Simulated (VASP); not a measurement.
# MgO (P-4m2) in VASP: notebook, part 2 of 2

VASP 6.6.1.

## (4) Single point, LDA (atoms displaced along a vibrational mode)

INCAR reads:

```
SYSTEM = MgO
PREC = Accurate
ENCUT = 520
EDIFF = 1E-6
ISMEAR = 0
SIGMA = 0.05
LREAL = .FALSE.
LASPH = .TRUE.
NELM = 60
ALGO = Normal
ISIF = 2
LWAVE = .FALSE.
LCHARG = .TRUE.
GGA = CA
LELF = .TRUE.
LVHAR = .TRUE.
NBANDS = 36
```

KPOINTS reads:

```
Automatic mesh
0
G
  4 4 4
  0 0 0
```

POSCAR reads:

```
MgO
1.0
    5.5230736673      0.0000000000      0.0000000000
    0.0000000000      5.5230736673      0.0000000000
    0.0000000000      0.0000000000      5.5230736673
Mg O
6 6
Direct
    0.2500000000      0.0029241401      0.5000000000
    0.0000000000      0.4970758599      0.2500000000
    0.5000000000      0.7500000000      0.0000000000
    0.7500000000      0.0029241401      0.5000000000
    0.0000000000      0.4970758599      0.7500000000
    0.5000000000      0.2500000000      0.0000000000
    0.2500000000      0.5341866328      0.0000000000
    0.5000000000     -0.0341866328      0.2500000000
    0.0000000000      0.7500000000      0.5000000000
    0.7500000000      0.5341866328      0.0000000000
    0.5000000000     -0.0341866328      0.7500000000
    0.0000000000      0.2500000000      0.5000000000
```

Potentials or basis: VASP PAW LDA potentials, release 64 (Mg, O).

The run is started by

```sh
$ cat potpaw_LDA.64/Mg/POTCAR potpaw_LDA.64/O/POTCAR > POTCAR
$ mpirun -np 1 vasp_std > vasp.out
```

OUTCAR:

```text
SYSTEM = MgO
   PREC = Accurate
   ENCUT = 520
   EDIFF = 1E-6
   ISMEAR = 0
   LREAL = .FALSE.
   LASPH = .TRUE.
   NELM = 60
   ISIF = 2
   GGA = CA

 ion  position               nearest neighbor table
   1  0.250  0.003  0.500-  12 1.94  11 1.96   8 1.96   9 1.96   4 2.76   4 2.76   5 3.36   2 3.36
                             6 3.38   6 3.38   3 3.39   3 3.39   5 3.41   2 3.41
   2  0.000  0.497  0.250-  12 1.94  10 1.96   7 1.96   9 1.96   5 2.76   5 2.76   1 3.36   4 3.36
                             6 3.38   6 3.38   3 3.39   3 3.39   1 3.41   4 3.41
   3  0.500  0.750  0.000-   7 1.82   8 1.82  10 1.82  11 1.82   6 2.76   6 2.76   4 3.39   5 3.39
                             1 3.39   1 3.39   4 3.39   2 3.39   2 3.39   5 3.39
   4  0.750  0.003  0.500-  12 1.94  11 1.96   8 1.96   9 1.96   1 2.76   1 2.76   5 3.36   2 3.36
                             6 3.38   6 3.38   3 3.39   3 3.39   5 3.41   2 3.41
   5  0.000  0.497  0.750-  12 1.94  10 1.96   7 1.96   9 1.96   2 2.76   2 2.76   4 3.36   1 3.36
                             6 3.38   6 3.38   3 3.39   3 3.39   1 3.41   4 3.41
   6  0.500  0.250  0.000-   7 2.09   8 2.09  10 2.09  11 2.09   3 2.76   3 2.76   1 3.38   4 3.38
                             5 3.38   1 3.38   4 3.38   2 3.38   2 3.38   5 3.38
   7  0.250  0.534  0.000-   3 1.82   2 1.96   5 1.96   6 2.09
[... 915 lines left out ...]

  FORCE on cell =-STRESS in cart. coord.  units (eV):
  Direction    XX          YY          ZZ          XY          YZ          ZX
  --------------------------------------------------------------------------------------
  -------------------------------------------------------------------------------------
  Total        0.8718059     -0.1592720      0.8718059      0.0000000      0.0000000      0.0000000
  in kB        8.2906369     -1.5146330      8.2906369      0.0000000      0.0000000      0.0000000
  external PRESSURE =       5.0222136 kB  Pullay stress =       0.0000000 kB

 VOLUME and BASIS-vectors are now :
 -----------------------------------------------------------------------------
  energy-cutoff  :      520.00
  volume of cell :      168.48
      direct lattice vectors                 reciprocal lattice vectors
     5.523073667  0.000000000  0.000000000     0.181058603  0.000000000  0.000000000
     0.000000000  5.523073667  0.000000000     0.000000000  0.181058603  0.000000000
     0.000000000  0.000000000  5.523073667     0.000000000  0.000000000  0.181058603

 POSITION                                       TOTAL-FORCE (eV/Angst)
 -----------------------------------------------------------------------------------
      1.38077      0.01615      2.76154         0.072526     -1.033294     -0.000000
      0.00000      2.74539      1.38077         0.000000      1.033294     -0.072526
      2.76154      4.14231      0.00000         0.000000      0.000000     -0.000000
      4.14231      0.01615      2.76154        -0.072526     -1.033294     -0.000000
      0.00000      2.74539      4.14231         0.000000      1.033294      0.072526
      2.76154      1.38077      0.00000         0.000000      0.000000     -0.000000
      1.38077      2.95035      0.00000        -0.780343     -2.690714     -0.000000
      2.76154      5.33426      1.38077         0.000000      2.690714      0.780343
      0.00000      4.14231      2.76154         0.000000      0.000000     -0.000000
      4.14231      2.95035      0.00000         0.780343     -2.690714     -0.000000
      2.76154      5.33426      4.14231         0.000000      2.690714     -0.780343
      0.00000      1.38077      2.76154         0.000000      0.000000     -0.000000
 -----------------------------------------------------------------------------------
    total drift:                                0.000000     -0.000000      0.000000

  FREE ENERGIE OF THE ION-ELECTRON SYSTEM (eV)
  ---------------------------------------------------
  free  energy   TOTEN  =       -76.3849592547 eV

  energy  without entropy=      -76.3849592547  energy(sigma->0) =      -76.38495925
```

It took 2.8 min on 1 thread of Intel Xeon 8259CL, shared host; peak memory 0.25 GiB.

Results:

| Quantity | Value |
| --- | --- |
| Free energy | -76.3850 eV |
| Pressure | 0.5 GPa |
| Largest force | 2.802 eV/Å |
| Band gap on the k mesh | 2.61 eV |

Forces on the atoms (eV/Å):
```
Mg   0.073 -1.033  0.000
Mg   0.000  1.033 -0.073
Mg   0.000  0.000  0.000
Mg  -0.073 -1.033  0.000
Mg   0.000  1.033  0.073
Mg   0.000  0.000  0.000
O   -0.780 -2.691  0.000
O    0.000  2.691  0.780
O    0.000  0.000  0.000
O    0.780 -2.691  0.000
O    0.000  2.691 -0.780
O    0.000  0.000  0.000
```

Stress tensor (GPa, compression positive):
```
 0.83  0.00  0.00
 0.00 -0.15  0.00
 0.00  0.00  0.83
```

Caveat: the cell differs from its parent crystal (atoms displaced along a vibrational mode); forces of over 1 eV/Å act on the atoms, so gaps and moduli don't describe the material at rest.

## (5) Single point, LDA (atoms displaced along a vibrational mode)

INCAR reads:

```
  ALGO = Normal
  EDIFF = 1E-6
  ENCUT = 520
  GGA = CA
  ISIF = 2
  ISMEAR = 0
  LASPH = T
  LCHARG = F
  LREAL = F
  LWAVE = F
  NBANDS = 36
  NELM = 100
  PREC = Accurate
  SIGMA = 0.05
```

KPOINTS reads:

```
k-points
0
Gamma
  4 4 4
```

POSCAR reads:

```
MgO
1.0
    5.5230736673      0.0000000000      0.0000000000
    0.0000000000      5.5230736673      0.0000000000
    0.0000000000      0.0000000000      5.5230736673
Mg O
6 6
Direct
    0.2500000000     -0.0106824925      0.5000000000
    0.0000000000      0.5106824925      0.2500000000
    0.5000000000      0.7500000000      0.0000000000
    0.7500000000     -0.0106824925      0.5000000000
    0.0000000000      0.5106824925      0.7500000000
    0.5000000000      0.2500000000      0.0000000000
    0.2500000000      0.4791420490      0.0000000000
    0.5000000000      0.0208579510      0.2500000000
    0.0000000000      0.7500000000      0.5000000000
    0.7500000000      0.4791420490      0.0000000000
    0.5000000000      0.0208579510      0.7500000000
    0.0000000000      0.2500000000      0.5000000000
```

The run is started by

```sh
$ cat potpaw_LDA.64/Mg/POTCAR potpaw_LDA.64/O/POTCAR > POTCAR
$ mpirun -np 1 vasp_std > vasp.out
```

It took 2.8 min on 1 thread of Intel Xeon 8259CL, shared host; peak memory 0.25 GiB.

The run converged. Its results:

| Property | Result |
| --- | --- |
| Free energy | -76.8399 eV |
| Pressure | -0.2 GPa |
| Largest force | 1.856 eV/Å |
| Band gap on the k mesh | 2.68 eV (least direct gap 2.69 eV) |

Forces on the atoms (eV/Å):
```
Mg   0.117  1.412  0.000
Mg   0.000 -1.412 -0.117
Mg   0.000  0.000  0.000
Mg  -0.117  1.412  0.000
Mg   0.000 -1.412  0.117
Mg   0.000  0.000  0.000
O   -0.322  1.828  0.000
O    0.000 -1.828  0.322
O    0.000  0.000  0.000
O    0.322  1.828  0.000
O    0.000 -1.828 -0.322
O    0.000  0.000  0.000
```

Stress tensor (GPa, compression positive):
```
-0.03  0.00  0.00
 0.00 -0.68  0.00
 0.00  0.00 -0.03
```

Levels at points of the mesh, in eV from the valence-band top:
```
           k point  band 21  band 22  band 23  band 24  band 25  band 26  band 27  band 28
(0.00, 0.00, 0.00)    -0.48    -0.02    -0.02    -0.02     2.68     5.63     7.68     7.68
(0.50, 0.00, 0.00)    -0.57    -0.35    -0.03    -0.01     4.53     4.57     7.44     7.48
(0.00, 0.50, 0.00)    -0.47    -0.47    -0.02    -0.02     4.31     4.94     7.13     7.58
(0.50, 0.50, 0.00)    -0.69    -0.58    -0.26    -0.02     5.03     5.44     6.25     6.81
(0.50, 0.00, 0.50)    -0.56    -0.38    -0.38     0.00     5.48     5.48     5.50     6.49
(0.50, 0.50, 0.50)    -0.89    -0.88    -0.52    -0.52     5.88     5.88     6.69     6.81
```

Caveat: the cell differs from its parent crystal (atoms displaced along a vibrational mode); forces of over 1 eV/Å act on the atoms, so gaps and moduli don't describe the material at rest. A k mesh can miss the band edges.

## (6) Single point, LDA (atoms displaced along a vibrational mode)

INCAR reads:

```
ALGO = Normal ; EDIFF = 1E-6
ENCUT = 520 ; ISIF = 2
ISMEAR = 0 ; LASPH = T
LCHARG = F ; LREAL = F
LWAVE = F ; NBANDS = 36
NELM = 60 ; PREC = Accurate
SIGMA = 0.05
```

KPOINTS is that of step 5.

POSCAR reads:

```
MgO
1.0
    5.5230736673      0.0000000000      0.0000000000
    0.0000000000      5.5230736673      0.0000000000
    0.0000000000      0.0000000000      5.5230736673
Mg O
6 6
Direct
    0.2500000000     -0.0157702217      0.5000000000
    0.0000000000      0.5157702217      0.2500000000
    0.5000000000      0.7500000000      0.0000000000
    0.7500000000     -0.0157702217      0.5000000000
    0.0000000000      0.5157702217      0.7500000000
    0.5000000000      0.2500000000      0.0000000000
    0.2500000000      0.4976852185      0.0000000000
    0.5000000000      0.0023147815      0.2500000000
    0.0000000000      0.7500000000      0.5000000000
    0.7500000000      0.4976852185      0.0000000000
    0.5000000000      0.0023147815      0.7500000000
    0.0000000000      0.2500000000      0.5000000000
```

Potentials or basis: VASP PAW LDA potentials, release 64 (Mg, O).

The run is started by

```sh
$ cat potpaw_LDA.64/Mg/POTCAR potpaw_LDA.64/O/POTCAR > POTCAR
$ mpirun -np 1 vasp_std > vasp.out
```

It took 2.5 min on 1 thread of Intel Xeon 8259CL, shared host; peak memory 0.25 GiB.

It converged, with:

| Property | Result |
| --- | --- |
| Free energy | -77.1623 eV |
| Pressure | -0.5 GPa |
| Largest force | 1.449 eV/Å |
| Band gap on the k mesh | 2.75 eV (least direct gap 2.76 eV) |

Forces on the atoms (eV/Å):
```
Mg   0.172  1.439  0.000
Mg   0.000 -1.439 -0.172
Mg   0.000  0.000  0.000
Mg  -0.172  1.439  0.000
Mg   0.000 -1.439  0.172
Mg   0.000  0.000  0.000
O   -0.028  0.532  0.000
O    0.000 -0.532  0.028
O    0.000  0.000  0.000
O    0.028  0.532  0.000
O    0.000 -0.532 -0.028
O    0.000  0.000  0.000
```

Stress tensor (GPa, compression positive):
```
-0.40  0.00  0.00
 0.00 -0.63  0.00
 0.00  0.00 -0.40
```

Levels at points of the mesh, in eV from the valence-band top:
| k point | band 20 | band 21 | band 22 | band 23 | band 24 | band 25 | band 26 | band 27 | band 28 | band 29 |
| --- | --- | --- | --- | --- | --- | --- | --- | --- | --- | --- |
| (0.00, 0.00, 0.00) | -0.47 | -0.47 | -0.07 | -0.07 | -0.01 | 2.75 | 5.70 | 7.89 | 7.89 | 7.96 |
| (0.50, 0.00, 0.00) | -0.81 | -0.56 | -0.40 | -0.07 | -0.01 | 4.66 | 4.67 | 7.49 | 7.51 | 7.79 |
| (0.00, 0.50, 0.00) | -0.83 | -0.51 | -0.51 | -0.07 | -0.07 | 4.48 | 4.89 | 7.22 | 7.78 | 7.78 |
| (0.50, 0.50, 0.00) | -0.87 | -0.71 | -0.55 | -0.28 | -0.07 | 5.38 | 5.59 | 5.95 | 6.81 | 8.12 |
| (0.50, 0.00, 0.50) | -0.94 | -0.57 | -0.39 | -0.39 | 0.00 | 5.62 | 5.62 | 5.67 | 6.66 | 8.33 |
| (0.50, 0.50, 0.50) | -0.95 | -0.95 | -0.94 | -0.55 | -0.55 | 6.11 | 6.11 | 7.10 | 7.15 | 7.51 |

Caveat: the cell differs from its parent crystal (atoms displaced along a vibrational mode); forces of over 1 eV/Å act on the atoms, so gaps and moduli don't describe the material at rest. A k mesh can miss the band edges.

## (7) The runs side by side

| cell | gap on the mesh (eV) | pressure (GPa) | largest force (eV/Å) |
| --- | --- | --- | --- |
| as given, atomic positions A | 2.61 | 0.2 | 2.57 |
| as given, atomic positions B | 2.72 | -0.4 | 1.64 |
| as given, atomic positions C | 2.61 | 0.5 | 2.80 |
| as given, atomic positions D | 2.68 | -0.2 | 1.86 |
| as given, atomic positions E | 2.75 | -0.5 | 1.45 |

Alike in all rows: task single point; level LDA; potentials or basis VASP PAW LDA potentials, release 64 (Mg, O); no spin polarisation; k mesh 4 × 4 × 4; cutoff (eV) 520; smearing gaussian 0.05 eV.

Caveats: forces of over 1 eV/Å act on the atoms, so gaps and moduli don't describe the material at rest.

Total energies depend on the potentials used, so only differences within one code and one set of settings carry meaning.
